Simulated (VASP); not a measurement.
Input of a VASP 6.6.1 run:

Contents of INCAR:

```
  PREC = Accurate
  ENCUT = 520
  EDIFF = 1E-6
  ISMEAR = -1
  SIGMA = 0.05
  LREAL = F
  LASPH = T
  NELM = 60
  ALGO = Normal
  ISIF = 2
  LWAVE = F
  LCHARG = F
  GGA = PS
  NBANDS = 19
```

File KPOINTS:

```
Automatic mesh
0
Gamma
  12 12 12
```

Contents of POSCAR:

```
Hg
1.0
    0.0000000000      3.3095975029      3.3095975029
    3.3095975029      0.0000000000      3.3095975029
    3.3095975029      3.3095975029      0.0000000000
Hg
2
Direct
   -0.1250000000     -0.1250000000     -0.1250000000
    0.1250000000      0.1250000000      0.1250000000
```

Potentials or basis: VASP PAW PBE potentials, release 64 (Hg).

Launch:

```bash
$ cat potpaw_PBE.64/Hg/POTCAR > POTCAR
$ mpirun -np 1 vasp_std > vasp.out
```

Q: Estimate the pressure.

A: 0.3 GPa.

Q: Estimate the band gap on the k mesh.

A: Zero (bands 12 and 13 overlap by 3.26 eV).

Caveat: the PAW data sets were made with another functional, which shifts forces and pressure a little; spin-orbit coupling is left out, which moves the levels of the heavy elements.
